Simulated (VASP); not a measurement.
# Al2Pt (I4/mmm) in VASP: notebook, part 2 of 2

VASP 6.6.1. The steps go on from the part before.

## Step 3: Single point, PBEsol (uniaxial strain along c: +4.5 %)

File INCAR:

```
SYSTEM = Al2Pt
PREC     = Accurate       ! precision mode
ENCUT    = 520            ! plane-wave cutoff, eV
EDIFF    = 1E-6           ! SCF threshold, eV
ISMEAR   = 0              ! smearing method
SIGMA    = 0.1            ! smearing width, eV
LREAL    = .False.        ! projectors in reciprocal space
LASPH    = .True.         ! aspherical terms in the spheres
NELM     = 60             ! most SCF steps
ALGO     = Fast           ! electronic algorithm
ISIF     = 2              ! what is computed and relaxed
LWAVE    = .False.        ! write WAVECAR
LCHARG   = .False.        ! write CHGCAR
GGA      = PS             ! functional
NBANDS   = 25             ! bands
```

File KPOINTS:

```
Automatic mesh
0
Gamma
  8 8 6
  0 0 0
```

File POSCAR:

```
Al2Pt
1.0
    2.9150894000      2.9150894000      0.0000000000
   -2.9150894000      2.9150894000      0.0000000000
    0.0000000000      0.0000000000      6.1618577456
Al Pt
4 2
Direct
    0.0000000000      0.5000000000      0.7500000000
    0.5000000000      0.0000000000      0.7500000000
    0.5000000000      0.0000000000      0.2500000000
    0.0000000000      0.5000000000      0.2500000000
    0.0000000000      0.0000000000      0.0000000000
    0.5000000000      0.5000000000      0.5000000000
```

Potentials or basis: VASP PAW PBE potentials, release 64 (Al, Pt).

The run is started by

```console
$ cat potpaw_PBE.64/Al/POTCAR potpaw_PBE.64/Pt/POTCAR > POTCAR
$ mpirun -np 1 vasp_std > vasp.out
```

OUTCAR:

```text
SYSTEM = Al2Pt
   PREC = Accurate
   ENCUT = 520
   EDIFF = 1E-6
   ISMEAR = 0
   LREAL = .False.
   LASPH = .True.
   NELM = 60
   ISIF = 2
   GGA = PS

 ion  position               nearest neighbor table
   1  0.000  0.500  0.750-   5 2.57   6 2.57   5 2.57   6 2.57   2 2.92   2 2.92   2 2.92   2 2.92
                             4 3.08   4 3.08
   2  0.500  0.000  0.750-   5 2.57   6 2.57   6 2.57   5 2.57   1 2.92   1 2.92   1 2.92   1 2.92
                             3 3.08   3 3.08
   3  0.500  0.000  0.250-   5 2.57   6 2.57   6 2.57   5 2.57   4 2.92   4 2.92   4 2.92   4 2.92
                             2 3.08   2 3.08
   4  0.000  0.500  0.250-   5 2.57   6 2.57   5 2.57   6 2.57   3 2.92   3 2.92   3 2.92   3 2.92
                             1 3.08   1 3.08
   5  0.000  0.000  0.000-   1 2.57   2 2.57   3 2.57   4 2.57   1 2.57   4 2.57   2 2.57   3 2.57

   6  0.500  0.500  0.500-   1 2.57   2 2.57   3 2.57   4 2.57   2 2.57   3 2.57   1 2.57   4 2.57

  LATTYP: Found a simple tetragonal cell.
 ALAT       =     4.1225589650
 C/A-ratio  =     1.4946681898

  Lattice vectors:

 A1 = (   2.9150894000,   2.9150894000,   0.0000000000)
 A2 = (  -2.9150894000,   2.9150894000,   0.0000000000)
 A3 = (   0.0000000000,   0.0000000000,   6.1618577456)

Analysis of symmetry for initial positions (statically):
=====================================================================
 Subroutine PRICEL returns following result:

  LATTYP: Found a body centered tetragonal cell.
 ALAT       =     4.1225589650
 C/A-ratio  =     1.4946681898

  Lattice vectors:

 A1 = (   2.9150894000,   0.0000000000,  -3.0809288728)
 A2 = (  -2.9150894000,   0.0000000000,  -3.0809288728)
 A3 = (   0.0000000000,   2.9150894000,   3.0809288728)

   2 primitive cells build up your supercell.

 Routine SETGRP: Setting up the symmetry group for a
 simple tetragonal supercell.

 Subroutine GETGRP returns: Found 16 space group operations
 (whereof 16 operations were pure point group operations)
 out of a pool of 16 trial point group operations.

The static configuration has the point symmetry D_4h.

Analysis of symmetry for dynamics (positions and initial velocities):
=====================================================================
 Subroutine PRICEL returns following result:

  LATTYP: Found a body centered tetragonal cell.
 ALAT       =     4.1225589650
 C/A-ratio  =     1.4946681898

  Lattice vectors:

 A1 = (   2.9150894000,   0.0000000000,  -3.0809288728)
 A2 = (  -2.9150894000,   0.0000000000,  -3.0809288728)
 A3 = (   0.0000000000,   2.9150894000,   3.0809288728)

   2 primitive cells build up your supercell.

 Routine SETGRP: Setting up the symmetry group for a
 simple tetragonal supercell.

 Subroutine GETGRP returns: Found 16 space group operations
 (whereof 16 operations were pure point group operations)
 out of a pool of 16 trial point group operations.

The dynamic configuration has the point symmetry D_4h.

 Subroutine INISYM returns: Found 16 space group operations
 (whereof 16 operations are pure point group operations),
 and found     2 'primitive' translations

----------------------------------------------------------------------------------------

                                     Primitive cell
[... 52 lines left out ...]
  0.250000  0.000000  0.000000      4.000000
  0.375000  0.000000  0.000000      4.000000
  0.500000  0.000000  0.000000      2.000000
  0.125000  0.125000  0.000000      4.000000
[... 16 lines left out ...]
  0.375000  0.125000  0.166667     16.000000
  0.500000  0.125000  0.166667      8.000000
 [... further k-points ...]
   k-points           NKPTS =     60   k-points in BZ     NKDIM =     60   number of bands    NBANDS=     25
   number of dos      NEDOS =    301   number of ions     NIONS =      6
   total plane-waves  NPLWV =  49152
   dimension x,y,z NGX =    32 NGY =   32 NGZ =   48
   dimension x,y,z NGXF=    64 NGYF=   64 NGZF=   96
   ions per type =               4   2
   NGX,Y,Z   is equivalent  to a cutoff of  12.90, 12.90, 12.95 a.u.
   NGXF,Y,Z  is equivalent  to a cutoff of  25.81, 25.81, 25.90 a.u.
 SYSTEM =  Al2Pt
   PREC   = accura    normal or accurate (medium, high low for compatibility)
   ISTART =      0    job   : 0-new  1-cont  2-samecut
   ICHARG =      2    charge: 1-file 2-atom 10-const
   ISPIN  =      1    spin polarized calculation?
   LNONCOLLINEAR =      F non collinear calculations
   LSORBIT =      F    spin-orbit coupling
   LASPH  =      T    aspherical Exc in radial PAW
   ENCUT  =  520.0 eV  38.22 Ry    6.18 a.u.   7.67  7.67 11.46*2*pi/ulx,y,z
   NELM   =     60;   NELMIN=  2; NELMDL= -5     # of ELM steps
   EDIFF  = 0.1E-05   stopping-criterion for ELM
   LREAL  =      F    real-space projection
   EDIFFG = 0.1E-04   stopping-criterion for IOM
   NSW    =      0    number of steps for IOM
   IBRION =     -1    ionic relax: 0-MD 1-quasi-New 2-CG
   NFREE  =      0    steps in history (QN), initial steepest desc. (CG)
   ISIF   =      2    stress and relaxation
   ISYM   =      2    0-nonsym 1-usesym 2-fastsym
   POTIM  = 0.5000    time-step for ionic-motion
   TEBEG  =    0.0;   TEEND  =   0.0 temperature during run
   PSTRESS=    0.0 pullay stress
   NELECT =      32.0000    total number of electrons
   NUPDOWN=      -1.0000    fix difference up-down
   EMIN   =  10.00;   EMAX   =-10.00  energy-range for DOS
   EFERMI =   0.00;   METHOD = LEGACY
   ISMEAR =     0;   SIGMA  =   0.10  broadening in eV -4-tet -1-fermi 0-gaus
   EFERMI_NEDOS =   21; number of points for ismear=-14 and -15
   IALGO  =     68    algorithm
   IMIX   =      4    mixing-type and parameters
     AMIX     =   0.40;   BMIX     =  1.00
     AMIX_MAG =   1.60;   BMIX_MAG =  1.00
  volume/ion in A,a.u.               =      17.45       117.79
  Fermi-wavevector in a.u.,A,eV,Ry     =   1.102664  2.083732 16.542873  1.215867
  Thomas-Fermi vector in A             =   2.239110
   LORBIT       =      0    0 simple, 1 ext, 2 COOP (PROOUT), +10 PAW based schemes
   GGA     = PS    functional components
   LHFCALC =     F    Hartree Fock is set to
   AEXX    =    0.0000 exact exchange contribution
   IVDW    =     0    specifies the selected vdW correction
   LEPSILON=     F    determine dielectric tensor
   LRPA    =     F    only Hartree local field effects (RPA)
 non-spin polarized calculation
 RMM-DIIS sequential band-by-band and
 Gauss-broadening in eV      SIGMA  =   0.10
  energy-cutoff  :      520.00
  volume of cell :      104.72
 maximum number of plane-waves:      2844
 NGX is ok and might be reduce to    32
   NGX = 15   NGY = 15   NGZ = 23

 number of electron      31.9999994 magnetization

 Free energy of the ion-electron system (eV)
  ---------------------------------------------------
  ext. energy  EPLUGINS =         0.00000000
  ---------------------------------------------------
  free energy    TOTEN  =       -35.47020489 eV

  energy without entropy =      -35.45566105  energy(sigma->0) =      -35.46293297

 E-fermi :   7.6408     XC(G=0): -10.7497

 val. band max:        7.6316827683   @ k =   0.3750   0.2500   0.1667
 cond. band min:       7.6465316573   @ k =   0.5000   0.2500   0.5000
 fundamental gap:      0.0148488890
 Fermi energy:         7.6407748527

 k-point     1 :       0.0000    0.0000    0.0000
  band No.  band energies     occupation
      1      -2.5192      2.00000
      2       1.3788      2.00000
      3       1.4204      2.00000
      4       1.8184      2.00000
      5       2.6259      2.00000
      6       2.6259      2.00000
[... 661 lines left out ...]
     24      13.9681      0.00000
     25      14.3298      0.00000

 [... further k-points ...]

------------------------ aborting loop because EDIFF is reached ----------------------------------------

  FORCE on cell =-STRESS in cart. coord.  units (eV):
  Direction    XX          YY          ZZ          XY          YZ          ZX
  --------------------------------------------------------------------------------------
  -------------------------------------------------------------------------------------
  Total       -1.0896850     -1.0896850     -3.4472787      0.0000000     -0.0000000      0.0000000
  in kB      -16.6711716    -16.6711716    -52.7401735      0.0000000     -0.0000000      0.0000000
  external PRESSURE =     -28.6941722 kB  Pullay stress =       0.0000000 kB

 VOLUME and BASIS-vectors are now :
 -----------------------------------------------------------------------------
  energy-cutoff  :      520.00
  volume of cell :      104.72
      direct lattice vectors                 reciprocal lattice vectors
     2.915089400  2.915089400  0.000000000     0.171521326  0.171521326  0.000000000
    -2.915089400  2.915089400  0.000000000    -0.171521326  0.171521326  0.000000000
     0.000000000  0.000000000  6.161857746     0.000000000  0.000000000  0.162288719

 POSITION                                       TOTAL-FORCE (eV/Angst)
 -----------------------------------------------------------------------------------
     -1.45754      1.45754      4.62139         0.000000      0.000000     -0.000000
      1.45754      1.45754      4.62139        -0.000000      0.000000     -0.000000
      1.45754      1.45754      1.54046         0.000000      0.000000     -0.000000
     -1.45754      1.45754      1.54046        -0.000000      0.000000      0.000000
      0.00000      0.00000      0.00000        -0.000000     -0.000000     -0.000000
      0.00000      2.91509      3.08093        -0.000000     -0.000000      0.000000
 -----------------------------------------------------------------------------------
    total drift:                               -0.000000      0.000000     -0.000000

  FREE ENERGIE OF THE ION-ELECTRON SYSTEM (eV)
  ---------------------------------------------------
  free  energy   TOTEN  =       -35.4702048931 eV

  energy  without entropy=      -35.4556610479  energy(sigma->0) =      -35.46293297
```

It took 3.4 min on 1 thread of AMD EPYC 7R13, shared host; peak memory 0.27 GiB.

What came out:

| Quantity | Value |
| --- | --- |
| Free energy | -35.4702 eV |
| Pressure | -2.9 GPa |
| Band gap on the k mesh | zero (bands 16 and 17 overlap by 4.46 eV) |

Caveat: the cell differs from its parent crystal (uniaxial strain along c: +4.5 %); the PAW data sets were made with another functional, which shifts forces and pressure a little; spin-orbit coupling is left out, which moves the levels of the heavy elements.
